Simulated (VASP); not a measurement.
**Se: single point with PBE**

Se:

```
Se
1.0
     2.70914    0.00000    0.00000
     0.00000    2.70914    0.00000
     0.00000    0.00000    3.96540
Se
1
Direct
  0.00000 0.00000 0.50000
```

The cell was built from a structure type or drawn by symmetry, and may not be a known phase.

| Item | Value |
| --- | --- |
| Program | VASP 6.6.1 |
| Task | single point |
| Functional | PBE |
| Potentials or basis | VASP PAW PBE potentials, release 64 (Se) |
| Cutoff | 520 eV |
| k mesh | 6 × 6 × 4 |
| Occupations | gaussian, width 0.1 eV |
| Spin | no spin polarisation |

- Pressure: -3.3 GPa
- Band gap on the k mesh: zero (bands 3 and 4 overlap by 4.49 eV)

Stress tensor (GPa, compression positive):
```
-5.09  0.00  0.00
 0.00 -5.09  0.00
 0.00  0.00  0.13
```

Levels at points of the mesh, in eV from the Fermi level:
| k point | band 1 | band 2 | band 3 | band 4 | band 5 | band 6 | band 7 |
| --- | --- | --- | --- | --- | --- | --- | --- |
| (0.00, 0.00, 0.00) | -15.29 | -2.66 | 3.15 | 3.15 | 4.14 | 9.26 | 10.79 |
| (0.50, 0.00, 0.00) | -12.66 | -6.43 | -0.48 | 4.86 | 7.92 | 8.35 | 9.84 |
| (0.50, 0.50, 0.00) | -9.95 | -4.25 | -4.25 | 1.48 | 4.08 | 11.00 | 11.00 |
| (0.00, 0.00, 0.50) | -15.11 | -4.52 | 3.25 | 3.25 | 9.50 | 10.43 | 11.28 |
| (0.50, 0.00, 0.50) | -12.51 | -6.22 | -1.91 | 4.49 | 4.94 | 13.31 | 14.62 |
| (0.50, 0.50, 0.50) | -9.80 | -4.09 | -4.09 | 0.36 | 4.59 | 8.15 | 8.15 |

It took 3.7 s on 1 thread of AMD EPYC 9R45 96-Core Processor (Zen 5), with other jobs on the host, peak memory 0.1 GiB.

Caveat: the k points lie up to 0.40 Å⁻¹ apart, too coarse for converged energies and pressures of a metal.
